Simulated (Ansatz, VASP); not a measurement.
Ir in VASP and in Ansatz

```
CELL_PARAMETERS angstrom
0.00000 1.92000 1.92000
1.92000 0.00000 1.92000
1.92000 1.92000 0.00000
ATOMIC_POSITIONS crystal
Ir 0.00000 0.00000 0.00000
```

Alike in both runs: task single point; functional PBE; k mesh 18 × 18 × 18; occupations gaussian, width 0.05 eV; no spin polarisation.

```csv
,VASP,Ansatz
version,VASP 6.6.1,Ansatz 0.2.0
potentials or method,"VASP PAW PBE potentials, release 64 (Ir), cutoff 520 eV","scalar-relativistic, plane waves, PAW"
valence electrons in the cell,9,17
```

|  | VASP | Ansatz | Ansatz less VASP |
| --- | --- | --- | --- |
| pressure (GPa) | 9.4 | 8.8 | -0.61 |

VASP's potentials hold 9 valence electrons a cell and Ansatz's 17, so a difference there can come from the potentials and not from the codes.

Spin-orbit coupling is off throughout.
